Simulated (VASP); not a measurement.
# MgCd3Te4 (I-42m) in VASP: a series of runs

The runs below take MgCd3Te4 through single point, with PBE.

Everything below comes from runs of VASP 6.6.1. Logs are shortened: lines on timing, memory, paths and dates and some standing lists are left out, and cuts for length are marked.

### 1 The cell of the first run

It takes space group I-42m (No. 121, tetragonal). The conventional cell has a = 6.103 Å, b = 6.103 Å, c = 12.205 Å, α = 90.00°, β = 90.00°, γ = 90.00°. Within 3.5 Å of Mg (site symmetry -42m) lie 4 Te at 2.64 Å. Within 3.5 Å of Cd (site symmetry -4) lie 4 Te at 2.64 Å. Within 3.5 Å of Cd (site symmetry -42m) lie 4 Te at 2.64 Å. Within 3.5 Å of Te (site symmetry m) lie 1 Mg at 2.64 Å and 3 Cd at 2.64 Å.

### 2 Single point, PBE

Contents of INCAR:

```
PREC = Accurate ; ENCUT = 520
EDIFF = 1E-6 ; ISMEAR = 0
SIGMA = 0.1 ; LREAL = F
LASPH = T ; NELM = 100
ALGO = Normal ; ISIF = 2
LWAVE = F ; LCHARG = F
GGA = PE ; NBANDS = 41
```

Contents of KPOINTS:

```
regular mesh
0
Gamma
  4 4 4
```

Contents of POSCAR:

```
MgCd3Te4
1.0
   -3.0512633100      3.0512633100      6.1025266100
    3.0512633100     -3.0512633100      6.1025266100
    3.0512633100      3.0512633100     -6.1025266100
Mg Cd Te
1 3 4
Direct
    0.0000000000      0.0000000000      0.0000000000
    0.7500000000      0.2500000000      0.5000000000
    0.5000000000      0.5000000000      0.0000000000
    0.2500000000      0.7500000000      0.5000000000
    0.8750000000      0.3750000000      0.0000000000
    0.6250000000      0.6250000000      0.5000000000
    0.3750000000      0.8750000000      0.0000000000
    0.1250000000      0.1250000000      0.5000000000
```

Potentials or basis: VASP PAW PBE potentials, release 64 (Mg, Cd, Te).

Command:

```console
$ cat potpaw_PBE.64/Mg/POTCAR potpaw_PBE.64/Cd/POTCAR potpaw_PBE.64/Te/POTCAR > POTCAR
$ mpirun -np 1 vasp_std > vasp.out
```

OUTCAR:

```text
PREC = Accurate
   ENCUT = 520
   EDIFF = 1E-6
   ISMEAR = 0
   LREAL = F
   LASPH = T
   NELM = 100
   ISIF = 2
   GGA = PE

 ion  position               nearest neighbor table
   1  0.000  0.000  0.000-   5 2.64   7 2.64   8 2.64   6 2.64
   2  0.750  0.250  0.500-   5 2.64   6 2.64   8 2.64   7 2.64
   3  0.500  0.500  0.000-   5 2.64   6 2.64   7 2.64   8 2.64
   4  0.250  0.750  0.500-   6 2.64   7 2.64   8 2.64   5 2.64
   5  0.875  0.375  0.000-   1 2.64   3 2.64   4 2.64   2 2.64
   6  0.625  0.625  0.500-   1 2.64   2 2.64   4 2.64   3 2.64
   7  0.375  0.875  0.000-   1 2.64   2 2.64   3 2.64   4 2.64
   8  0.125  0.125  0.500-   2 2.64   3 2.64   4 2.64   1 2.64

  LATTYP: Found a body centered tetragonal cell.
 ALAT       =     6.1025266200
 C/A-ratio  =     1.9999999967

  Lattice vectors:

 A1 = (  -3.0512633100,   3.0512633100,   6.1025266100)
 A2 = (   3.0512633100,  -3.0512633100,   6.1025266100)
 A3 = (   3.0512633100,   3.0512633100,  -6.1025266100)

Analysis of symmetry for initial positions (statically):
=====================================================================
 Subroutine PRICEL returns:
 Original cell was already a primitive cell.

 Routine SETGRP: Setting up the symmetry group for a
 body centered tetragonal supercell.

 Subroutine GETGRP returns: Found  8 space group operations
 (whereof  8 operations were pure point group operations)
 out of a pool of 16 trial point group operations.

The static configuration has the point symmetry D_2d.

Analysis of symmetry for dynamics (positions and initial velocities):
=====================================================================
 Subroutine PRICEL returns:
 Original cell was already a primitive cell.

 Routine SETGRP: Setting up the symmetry group for a
 body centered tetragonal supercell.

 Subroutine GETGRP returns: Found  8 space group operations
 (whereof  8 operations were pure point group operations)
 out of a pool of 16 trial point group operations.

The dynamic configuration has the point symmetry D_2d.

 Subroutine INISYM returns: Found  8 space group operations
 (whereof  8 operations are pure point group operations),
 and found     1 'primitive' translations

----------------------------------------------------------------------------------------

                                     Primitive cell

  volume of cell :     227.2632

  direct lattice vectors                    reciprocal lattice vectors
    -3.051263310  3.051263310  6.102526610     0.000000000  0.163866553  0.081933276
     3.051263310 -3.051263310  6.102526610     0.163866553  0.000000000  0.081933276
     3.051263310  3.051263310 -6.102526610     0.163866553  0.163866553  0.000000000

  length of vectors
     7.474038172  7.474038172  7.474038172     0.183208376  0.183208376  0.231742301

  position of ions in fractional coordinates (direct lattice)
     0.000000000  0.000000000  0.000000000
     0.750000000  0.250000000  0.500000000
     0.500000000  0.500000000  0.000000000
     0.250000000  0.750000000  0.500000000
     0.875000000  0.375000000  0.000000000
     0.625000000  0.625000000  0.500000000
     0.375000000  0.875000000  0.000000000
     0.125000000  0.125000000  0.500000000

  ion indices of the primitive-cell ions
   primitive index   ion index
                 1           1
                 2           2
                 3           3
                 4           4
                 5           5
                 6           6
                 7           7
                 8           8

----------------------------------------------------------------------------------------

 KPOINTS: regular mesh

Automatic generation of k-mesh.
 Grid dimensions read from file:
 generate k-points for:    4    4    4

 Generating k-lattice:

  Cartesian coordinates                     Fractional coordinates (reciprocal lattice)
     0.000000000  0.040966638  0.020483319     0.250000000 -0.000000000  0.000000000
     0.040966638  0.000000000  0.020483319    -0.000000000  0.250000000  0.000000000
     0.040966638  0.040966638  0.000000000     0.000000000  0.000000000  0.250000000

  Length of vectors
     0.045802094  0.045802094  0.057935575

  Shift w.r.t. Gamma in fractional coordinates (k-lattice)
     0.000000000  0.000000000  0.000000000

 Subroutine IBZKPT returns following result:
 ===========================================

 Found     13 irreducible k-points:

 Following reciprocal coordinates:
            Coordinates               Weight
  0.000000  0.000000  0.000000      1.000000
  0.250000  0.000000  0.000000      8.000000
  0.500000  0.000000  0.000000      4.000000
  0.250000  0.250000  0.000000      8.000000
  0.500000  0.250000 -0.000000     16.000000
 -0.250000  0.250000  0.000000      4.000000
  0.500000  0.500000  0.000000      2.000000
  0.250000  0.250000  0.250000      2.000000
 -0.250000  0.250000  0.250000      4.000000
  0.500000  0.500000  0.250000      4.000000
 -0.250000  0.500000  0.250000      8.000000
 -0.250000 -0.250000  0.250000      2.000000
  0.500000  0.500000  0.500000      1.000000
   k-points           NKPTS =     13   k-points in BZ     NKDIM =     13   number of bands    NBANDS=     41
   number of dos      NEDOS =    301   number of ions     NIONS =      8
   total plane-waves  NPLWV = 175616
   dimension x,y,z NGX =    56 NGY =   56 NGZ =   56
   dimension x,y,z NGXF=   112 NGYF=  112 NGZF=  112
   ions per type =               1   3   4
   NGX,Y,Z   is equivalent  to a cutoff of  12.46, 12.46, 12.46 a.u.
   NGXF,Y,Z  is equivalent  to a cutoff of  24.91, 24.91, 24.91 a.u.
 SYSTEM =  unknown system
   PREC   = accura    normal or accurate (medium, high low for compatibility)
   ISTART =      0    job   : 0-new  1-cont  2-samecut
   ICHARG =      2    charge: 1-file 2-atom 10-const
   ISPIN  =      1    spin polarized calculation?
   LNONCOLLINEAR =      F non collinear calculations
   LSORBIT =      F    spin-orbit coupling
   LASPH  =      T    aspherical Exc in radial PAW
   ENCUT  =  520.0 eV  38.22 Ry    6.18 a.u.  13.90 13.90 13.90*2*pi/ulx,y,z
   NELM   =    100;   NELMIN=  2; NELMDL= -5     # of ELM steps
   EDIFF  = 0.1E-05   stopping-criterion for ELM
   LREAL  =      F    real-space projection
   EDIFFG = 0.1E-04   stopping-criterion for IOM
   NSW    =      0    number of steps for IOM
   IBRION =     -1    ionic relax: 0-MD 1-quasi-New 2-CG
   NFREE  =      0    steps in history (QN), initial steepest desc. (CG)
   ISIF   =      2    stress and relaxation
   ISYM   =      2    0-nonsym 1-usesym 2-fastsym
   POTIM  = 0.5000    time-step for ionic-motion
   TEBEG  =    0.0;   TEEND  =   0.0 temperature during run
   PSTRESS=    0.0 pullay stress
   NELECT =      62.0000    total number of electrons
   NUPDOWN=      -1.0000    fix difference up-down
   EMIN   =  10.00;   EMAX   =-10.00  energy-range for DOS
   EFERMI =   0.00;   METHOD = LEGACY
   ISMEAR =     0;   SIGMA  =   0.10  broadening in eV -4-tet -1-fermi 0-gaus
   EFERMI_NEDOS =   21; number of points for ismear=-14 and -15
   IALGO  =     38    algorithm
   IMIX   =      4    mixing-type and parameters
     AMIX     =   0.40;   BMIX     =  1.00
     AMIX_MAG =   1.60;   BMIX_MAG =  1.00
  volume/ion in A,a.u.               =      28.41       191.71
  Fermi-wavevector in a.u.,A,eV,Ry     =   1.061767  2.006448 15.338504  1.127348
  Thomas-Fermi vector in A             =   2.197194
   LORBIT       =      0    0 simple, 1 ext, 2 COOP (PROOUT), +10 PAW based schemes
   GGA     = PE    functional components
   LHFCALC =     F    Hartree Fock is set to
   AEXX    =    0.0000 exact exchange contribution
   IVDW    =     0    specifies the selected vdW correction
   LEPSILON=     F    determine dielectric tensor
   LRPA    =     F    only Hartree local field effects (RPA)
 non-spin polarized calculation
 Gauss-broadening in eV      SIGMA  =   0.10
  energy-cutoff  :      520.00
  volume of cell :      227.26
 maximum number of plane-waves:      6152
   NGX = 27   NGY = 27   NGZ = 27

 number of electron      61.9999993 magnetization

 Free energy of the ion-electron system (eV)
  ---------------------------------------------------
  ext. energy  EPLUGINS =         0.00000000
  ---------------------------------------------------
  free energy    TOTEN  =       -18.68475152 eV

  energy without entropy =      -18.68475152  energy(sigma->0) =      -18.68475152

 E-fermi :   4.3939     XC(G=0):  -9.1860

 val. band max:        3.9465714696   @ k =   0.0000   0.0000   0.0000
 cond. band min:       5.7458412830   @ k =   0.0000   0.0000   0.0000
 fundamental gap:      1.7992698134
 Fermi energy:         4.3939190710

 k-point     1 :       0.0000    0.0000    0.0000
  band No.  band energies     occupation
      1      -8.0624      2.00000
      2      -7.2485      2.00000
      3      -7.2485      2.00000
      4      -7.2453      2.00000
      5      -4.8545      2.00000
      6      -4.8545      2.00000
[... 33 lines left out ...]
     40       9.0892      0.00000
     41       9.3761      0.00000

 k-point     2 :       0.2500    0.0000    0.0000
  band No.  band energies     occupation
      1      -7.9176      2.00000
      2      -7.3263      2.00000
      3      -7.2818      2.00000
      4      -7.2717      2.00000
      5      -4.8428      2.00000
      6      -4.8334      2.00000
[... 33 lines left out ...]
     40       9.3697      0.00000
     41       9.4760      0.00000

 k-point     3 :       0.5000    0.0000    0.0000
  band No.  band energies     occupation
      1      -7.5990      2.00000
      2      -7.5821      2.00000
      3      -7.3054      2.00000
      4      -7.3016      2.00000
      5      -4.8143      2.00000
      6      -4.8003      2.00000
[... 391 lines left out ...]
      2      -7.3616      2.00000
      3      -7.2469      2.00000
      4      -7.2469      2.00000
      5      -4.8303      2.00000
      6      -4.8303      2.00000
[... 33 lines left out ...]
     40       9.3919      0.00000
     41       9.3919      0.00000

 k-point    13 :       0.5000    0.5000    0.5000
  band No.  band energies     occupation
      1      -7.6613      2.00000
      2      -7.6443      2.00000
      3      -7.2453      2.00000
      4      -7.2453      2.00000
      5      -4.8017      2.00000
      6      -4.8017      2.00000
[... 33 lines left out ...]
     40      10.8138      0.00000
     41      10.8533      0.00000

------------------------ aborting loop because EDIFF is reached ----------------------------------------

  FORCE on cell =-STRESS in cart. coord.  units (eV):
  Direction    XX          YY          ZZ          XY          YZ          ZX
  --------------------------------------------------------------------------------------
  -------------------------------------------------------------------------------------
  Total       20.0201712     20.0201712     20.0214078      0.0000000      0.0000000      0.0000000
  in kB      141.1397433    141.1397433    141.1484607      0.0000000      0.0000000      0.0000000
  external PRESSURE =     141.1426491 kB  Pullay stress =       0.0000000 kB

 VOLUME and BASIS-vectors are now :
 -----------------------------------------------------------------------------
  energy-cutoff  :      520.00
  volume of cell :      227.26
      direct lattice vectors                 reciprocal lattice vectors
    -3.051263310  3.051263310  6.102526610     0.000000000  0.163866553  0.081933276
     3.051263310 -3.051263310  6.102526610     0.163866553  0.000000000  0.081933276
     3.051263310  3.051263310 -6.102526610     0.163866553  0.163866553  0.000000000

 POSITION                                       TOTAL-FORCE (eV/Angst)
 -----------------------------------------------------------------------------------
      0.00000      0.00000      0.00000        -0.000000     -0.000000     -0.000000
     -0.00000      3.05126      3.05126        -0.000000     -0.000000     -0.000000
      0.00000      0.00000      6.10253        -0.000000     -0.000000     -0.000000
      3.05126     -0.00000      3.05126        -0.000000     -0.000000     -0.000000
     -1.52563      1.52563      7.62816        -0.343215      0.343215     -0.348305
      1.52563      1.52563      4.57689         0.343215      0.343215      0.348305
      1.52563     -1.52563      7.62816         0.343215     -0.343215     -0.348305
      1.52563      1.52563     -1.52563        -0.343215     -0.343215      0.348305
 -----------------------------------------------------------------------------------
    total drift:                                0.000009      0.000009      0.000010

  FREE ENERGIE OF THE ION-ELECTRON SYSTEM (eV)
  ---------------------------------------------------
  free  energy   TOTEN  =       -18.6847515179 eV

  energy  without entropy=      -18.6847515179  energy(sigma->0) =      -18.68475152
```

It took 2.9 min on 1 thread of Intel Xeon 6975P-C, shared host; peak memory 0.48 GiB.

Results:

```
Free energy            : -18.6848 eV
Pressure               : 14.1 GPa
Largest force          : 0.597 eV/Å
Band gap on the k mesh : 1.80 eV, direct
```

Forces in eV/Å, atoms in the order of the input:
```
Mg   0.000  0.000  0.000
Cd   0.000  0.000  0.000
Cd   0.000  0.000  0.000
Cd   0.000  0.000  0.000
Te  -0.343  0.343 -0.348
Te   0.343  0.343  0.348
Te   0.343 -0.343 -0.348
Te  -0.343 -0.343  0.348
```

Caveat: spin-orbit coupling is left out, which moves the levels of the heavy elements.

### 3 Single point, PBE

This run uses another cell than the first one, of 35.61 Å³/atom, 1.254 times its volume.

Contents of INCAR:

```
ALGO = Normal ; EDIFF = 1E-6
ENCUT = 520 ; GGA = PE
ISIF = 2 ; ISMEAR = 0
LASPH = T ; LCHARG = F
LREAL = F ; LWAVE = F
NBANDS = 41 ; NELM = 60
PREC = Accurate ; SIGMA = 0.1
```

Contents of KPOINTS:

```
k-points
0
Gamma
  4 4 4
```

Contents of POSCAR:

```
MgCd3Te4
1.0
   -3.2901594046      3.2901594046      6.5797985360
    3.2901594046     -3.2901594046      6.5797985360
    3.2901594046      3.2901594046     -6.5797985360
Mg Cd Te
1 3 4
Direct
    0.0000000000      0.0000000000      0.0000000000
    0.7500000000      0.2500000000      0.5000000000
    0.5000000000      0.5000000000      0.0000000000
    0.2500000000      0.7500000000      0.5000000000
    0.8765216190      0.3707319029      0.0000000000
    0.6292680971      0.6292680971      0.5057897161
    0.3707319029      0.8765216190      0.0000000000
    0.1234783810      0.1234783810      0.4942102839
```

Potentials or basis: VASP PAW PBE potentials, release 64 (Mg, Cd, Te).

Command:

```console
$ cat potpaw_PBE.64/Mg/POTCAR potpaw_PBE.64/Cd/POTCAR potpaw_PBE.64/Te/POTCAR > POTCAR
$ mpirun -np 1 vasp_std > vasp.out
```

Run time: 4 min. Hardware: 1 thread of Intel Xeon 6975P-C, shared host; peak memory 0.56 GiB.

Results (log left out):

- Free energy: -20.8207 eV
- Pressure: 0.2 GPa
- Largest force: 0.025 eV/Å
- Band gap on the k mesh: 1.03 eV, direct

Forces in eV/Å, atoms in the order of the input:
```
Mg   0.000  0.000  0.000
Cd   0.000  0.000  0.000
Cd   0.000  0.000  0.000
Cd   0.000  0.000  0.000
Te  -0.015  0.015 -0.013
Te   0.015  0.015  0.013
Te   0.015 -0.015 -0.013
Te  -0.015 -0.015  0.013
```

Levels at points of the mesh, in eV from the valence-band top:
```tsv
k point	band 27	band 28	band 29	band 30	band 31	band 32	band 33	band 34	band 35	band 36
(0.00, 0.00, 0.00)	-1.54	-1.54	-0.01	0.00	0.00	1.03	2.78	2.79	4.21	4.68
(0.50, 0.00, 0.00)	-1.26	-1.22	-1.19	-0.73	-0.58	3.12	3.18	3.68	4.04	4.18
(0.50, 0.50, 0.00)	-0.68	-0.65	-0.63	-0.54	-0.52	1.89	2.20	3.20	3.64	5.10
(0.50, 0.50, 0.50)	-1.53	-0.97	-0.97	-0.80	-0.80	2.58	2.70	2.78	2.78	2.99
```

Caveat: spin-orbit coupling is left out, which moves the levels of the heavy elements.
